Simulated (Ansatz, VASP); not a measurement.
**One calculation of AlN, two programs**

```xyz
8
Lattice="-1.6378 2.8368 0.0000 0.0000 0.0000 4.1006 4.9135 2.8368 0.0000" Properties=species:S:1:pos:R:3 pbc="T T T"
Al    0.2480    2.1392    3.0755
Al    1.6378    4.7280    3.0755
Al    1.6378    0.9456    1.0252
Al    3.2757    3.7824    1.0252
N     0.0000    1.8912    1.0252
N     1.6378    4.7280    1.0252
N     1.6378    0.9456    3.0755
N     3.2757    3.7824    3.0755
```

Alike in both runs: task single point; functional LDA; k mesh 8 × 6 × 4; occupations gaussian, width 0.05 eV; no spin polarisation.

|  | VASP | Ansatz |
| --- | --- | --- |
| version | VASP 6.6.1 | Ansatz 0.2.0 |
| potentials or method | VASP PAW LDA potentials, release 64 (Al, N), cutoff 520 eV | scalar-relativistic, plane waves, PAW |
| valence electrons in the cell | 32 | 32 |

Ansatz gave:

| Property | Result |
| --- | --- |
| gap on the k mesh at the Fermi level (eV) | 3.02 |
| least direct gap on the mesh (eV) | 3.02 |
| pressure (GPa) | 4.5 |
| traceless stress, the component that is largest in VASP (GPa) | 10.23 |
| rms of the force components (eV/Å) | 1.672 |

Question: Which values does VASP return?

Answer: gap on the k mesh at the Fermi level (eV): 3.02; least direct gap on the mesh (eV): 3.02; pressure (GPa): 5.3; traceless stress, the component that is largest in VASP (GPa): 10.58; rms of the force components (eV/Å): 1.696.

Ansatz warns that its potentials were made for another functional, while VASP's fit it. LDA's correlation is that of Perdew and Zunger in VASP and of Perdew and Wang (1992) in Ansatz. Atom by atom the forces differ by 0.027 eV/Å (rms over components).
